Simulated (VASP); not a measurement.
# AlN (P6_3mc) in VASP: further runs, part 2 of 2

VASP 6.6.1. Earlier steps stand in the parts before.

## 3. Single point, LDA

This run uses another cell than the first one, of 11.29 Å³/atom, 1.038 times its volume.

INCAR

```
ALGO     = Normal         # electronic algorithm
EDIFF    = 1E-6           # SCF threshold, eV
ENCUT    = 600            # plane-wave cutoff, eV
GGA      = CA             # functional
GGA_COMPAT= False        
ISIF     = 2              # what is computed and relaxed
ISMEAR   = 0              # smearing method
LASPH    = True           # aspherical terms in the spheres
LCHARG   = False          # write CHGCAR
LREAL    = False          # projectors in reciprocal space
LWAVE    = False          # write WAVECAR
NBANDS   = 16             # bands
NELM     = 120            # most SCF steps
PREC     = Accurate       # precision mode
SIGMA    = 0.01           # smearing width, eV
```

KPOINTS

```
k-points
0
Gamma
  7 7 4
```

POSCAR

```
AlN
1.0
    3.1938930732      0.0000000000      0.0000000000
   -1.5969465366      2.7659925363      0.0000000000
    0.0000000000      0.0000000000      5.1104341142
Al N
2 2
Direct
    0.3333333333      0.6666666667      0.0000000000
    0.6666666667      0.3333333333      0.5000000000
    0.3333333333      0.6666666667      0.3800000000
    0.6666666667      0.3333333333      0.8800000000
```

Potentials or basis: VASP PAW LDA potentials, release 64 (Al, N).

Command:

```console
$ cat potpaw_LDA.64/Al/POTCAR potpaw_LDA.64/N/POTCAR > POTCAR
$ mpirun -np 1 vasp_std > vasp.out
```

OUTCAR:

```text
EDIFF = 1E-6
   ENCUT = 600
   GGA = CA
   ISIF = 2
   ISMEAR = 0
   LASPH = True
   LREAL = False
   NELM = 120
   PREC = Accurate

 ion  position               nearest neighbor table
   1  0.333  0.667  0.000-   3 1.94   4 1.94   4 1.94   4 1.94   2 3.15   2 3.15   2 3.15   2 3.15
                             2 3.15   2 3.15
   2  0.667  0.333  0.500-   4 1.94   3 1.94   3 1.94   3 1.94   1 3.15   1 3.15   1 3.15   1 3.15
                             1 3.15   1 3.15
   3  0.333  0.667  0.380-   1 1.94   2 1.94   2 1.94   2 1.94
   4  0.667  0.333  0.880-   2 1.94   1 1.94   1 1.94   1 1.94

  LATTYP: Found a hexagonal cell.
 ALAT       =     3.1938930732
 C/A-ratio  =     1.6000642467

  Lattice vectors:

 A1 = (   3.1938930732,   0.0000000000,   0.0000000000)
 A2 = (  -1.5969465366,   2.7659925363,   0.0000000000)
 A3 = (   0.0000000000,   0.0000000000,   5.1104341142)

Analysis of symmetry for initial positions (statically):
=====================================================================
 Subroutine PRICEL returns:
[... 176 lines left out ...]

 E-fermi :   5.2670     XC(G=0): -10.9112

 val. band max:        5.1388883885   @ k =   0.0000   0.0000   0.0000
 cond. band min:       8.7203752453   @ k =   0.0000   0.0000   0.0000
 fundamental gap:      3.5814868568
 Fermi energy:         5.2670071253

 k-point     1 :       0.0000    0.0000    0.0000
  band No.  band energies     occupation
      1      -9.4084      2.00000
      2      -7.4196      2.00000
      3      -0.5518      2.00000
      4       4.3389      2.00000
      5       4.3389      2.00000
      6       4.9770      2.00000
[... 433 lines left out ...]
      3       0.3784      2.00000
      4       0.3784      2.00000
      5       1.8832      2.00000
      6       1.8832      2.00000
[... 8 lines left out ...]
     15      17.9677      0.00000
     16      17.9677      0.00000

------------------------ aborting loop because EDIFF is reached ----------------------------------------

  FORCE on cell =-STRESS in cart. coord.  units (eV):
  Direction    XX          YY          ZZ          XY          YZ          ZX
  --------------------------------------------------------------------------------------
  -------------------------------------------------------------------------------------
  Total       -5.0079992     -5.0079991     -4.4429247      0.0000000      0.0000000      0.0000000
  in kB     -177.7238282   -177.7238279   -157.6704711      0.0000000      0.0000000      0.0000000
  external PRESSURE =    -171.0393757 kB  Pullay stress =       0.0000000 kB

 VOLUME and BASIS-vectors are now :
 -----------------------------------------------------------------------------
  energy-cutoff  :      600.00
  volume of cell :       45.15
      direct lattice vectors                 reciprocal lattice vectors
     3.193893073  0.000000000  0.000000000     0.313097520  0.180766938  0.000000000
    -1.596946537  2.765992536  0.000000000     0.000000000  0.361533875  0.000000000
     0.000000000  0.000000000  5.110434114     0.000000000  0.000000000  0.195678093

 POSITION                                       TOTAL-FORCE (eV/Angst)
 -----------------------------------------------------------------------------------
     -0.00000      1.84400      0.00000        -0.000000      0.000000     -0.066957
      1.59695      0.92200      2.55522         0.000000     -0.000000     -0.066957
     -0.00000      1.84400      1.94196        -0.000000      0.000000      0.066957
      1.59695      0.92200      4.49718         0.000000     -0.000000      0.066957
 -----------------------------------------------------------------------------------
    total drift:                               -0.000000      0.000000      0.000191

  FREE ENERGIE OF THE ION-ELECTRON SYSTEM (eV)
  ---------------------------------------------------
  free  energy   TOTEN  =       -32.6031811944 eV

  energy  without entropy=      -32.6031811944  energy(sigma->0) =      -32.60318119
```

Run time: 17 s. Hardware: 1 thread of AMD EPYC 7R43 (Zen 3), shared host; peak memory 0.12 GiB.

What came out:

| Item | Value |
| --- | --- |
| Free energy | -32.6032 eV |
| Pressure | -17.1 GPa |
| Largest force | 0.067 eV/Å |
| Band gap on the k mesh | 3.58 eV, direct |

Forces in eV/Å, atoms in the order of the input:
```
Al   0.000  0.000 -0.067
Al   0.000  0.000 -0.067
N    0.000  0.000  0.067
N    0.000  0.000  0.067
```

Levels at points of the mesh, in eV from the valence-band top:
```tsv
k point	band 5	band 6	band 7	band 8	band 9	band 10	band 11	band 12
(0.00, 0.00, 0.00)	-0.80	-0.16	-0.16	0.00	3.58	5.90	9.87	10.41
(0.00, 0.00, 0.50)	-0.49	-0.49	-0.49	-0.49	5.77	5.77	9.55	9.55
```

## 4. Single point, LDA

This run uses another cell than the first one, of 11.70 Å³/atom, 1.077 times its volume.

INCAR

```
SYSTEM = AlN
ALGO     = Normal         ! electronic algorithm
EDIFF    = 1E-6           ! SCF threshold, eV
ENCUT    = 600            ! plane-wave cutoff, eV
GGA_COMPAT= .FALSE.      
ISIF     = 2              ! what is computed and relaxed
ISMEAR   = 0              ! smearing method
LASPH    = .TRUE.         ! aspherical terms in the spheres
LCHARG   = .FALSE.        ! write CHGCAR
LREAL    = .FALSE.        ! projectors in reciprocal space
LWAVE    = .FALSE.        ! write WAVECAR
NBANDS   = 16             ! bands
NELM     = 120            ! most SCF steps
PREC     = Accurate       ! precision mode
SIGMA    = 0.01           ! smearing width, eV
```

KPOINTS

```
k-points
0
G
  7 7 4
  0 0 0
```

POSCAR

```
AlN
1.0
    3.2328468278      0.0000000000      0.0000000000
   -1.6164234139      2.7997274774      0.0000000000
    0.0000000000      0.0000000000      5.1727626243
Al N
2 2
Direct
    0.3333333333      0.6666666667      0.0000000000
    0.6666666667      0.3333333333      0.5000000000
    0.3333333333      0.6666666667      0.3800000000
    0.6666666667      0.3333333333      0.8800000000
```

Command:

```console
$ cat potpaw_LDA.64/Al/POTCAR potpaw_LDA.64/N/POTCAR > POTCAR
$ mpirun -np 1 vasp_std > vasp.out
```

Run time: 15 s. Hardware: 1 thread of AMD EPYC 7R43 (Zen 3), shared host; peak memory 0.12 GiB.

Results (log left out):

- Free energy: -32.4010 eV
- Pressure: -21.8 GPa
- Largest force: 0.045 eV/Å
- Band gap on the k mesh: 3.28 eV, direct

Forces on the atoms (eV/Å):
```
Al   0.000  0.000 -0.045
Al   0.000  0.000 -0.045
N    0.000  0.000  0.045
N    0.000  0.000  0.045
```

Stress tensor (GPa, compression positive):
```
-22.51   0.00   0.00
  0.00 -22.51   0.00
  0.00   0.00 -20.42
```

Levels at points of the mesh, in eV from the valence-band top:
| k point | band 5 | band 6 | band 7 | band 8 | band 9 | band 10 | band 11 | band 12 |
| --- | --- | --- | --- | --- | --- | --- | --- | --- |
| (0.00, 0.00, 0.00) | -0.78 | -0.15 | -0.15 | 0.00 | 3.28 | 5.60 | 9.60 | 10.16 |
| (0.00, 0.00, 0.50) | -0.48 | -0.48 | -0.48 | -0.48 | 5.47 | 5.47 | 9.28 | 9.28 |

## 5. Overview

```tsv
cell	gap on the mesh (eV)	pressure (GPa)	largest force (eV/Å)
a = 3.154, b = 3.154, c = 5.047 Å, angles 90.0, 90.0, 120.0°, 4 atoms	3.90	-11.3	0.09
a = 3.194, b = 3.194, c = 5.110 Å, angles 90.0, 90.0, 120.0°, 4 atoms	3.58	-17.1	0.07
a = 3.233, b = 3.233, c = 5.173 Å, angles 90.0, 90.0, 120.0°, 4 atoms	3.28	-21.8	0.05
```

Alike in all rows: task single point; level LDA; potentials or basis VASP PAW LDA potentials, release 64 (Al, N); no spin polarisation; k mesh 7 × 7 × 4; cutoff (eV) 600; smearing gaussian 0.01 eV.

Total energies depend on the potentials used, so only differences within one code and one set of settings carry meaning.
